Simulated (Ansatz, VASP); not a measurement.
**One calculation of SrCl2, two programs**

```
Sr Cl
1.0
     0.00000    3.40689    3.57485
     3.40689    0.00000    3.57485
     3.40689    3.40689    0.00000
Sr Cl
1 2
Direct
  0.00000 0.00000 0.00000
  0.25000 0.25000 0.25000
  0.75000 0.75000 0.75000
```

Alike in both runs: task single point; functional PBE; k mesh 6 × 6 × 6; occupations gaussian, width 0.05 eV; no spin polarisation.

|  | VASP | Ansatz |
| --- | --- | --- |
| version | VASP 6.6.1 | Ansatz 0.2.0 |
| potentials or method | VASP PAW PBE potentials, release 64 (Sr_sv, Cl), cutoff 520 eV | scalar-relativistic, plane waves, PAW |
| valence electrons in the cell | 24 | 24 |

|  | VASP | Ansatz | Ansatz less VASP |
| --- | --- | --- | --- |
| gap on the k mesh at the Fermi level (eV) | 5.21 | 5.22 | +0.005 |
| least direct gap on the mesh (eV) | 5.36 | 5.37 | +0.003 |
| pressure (GPa) | 2.0 | 1.9 | -0.09 |
| traceless stress, the component that is largest in VASP (GPa) | -1.69 | -1.70 | -0.011 |

The functional is the same, so the differences come from potentials, cutoffs and numerics.
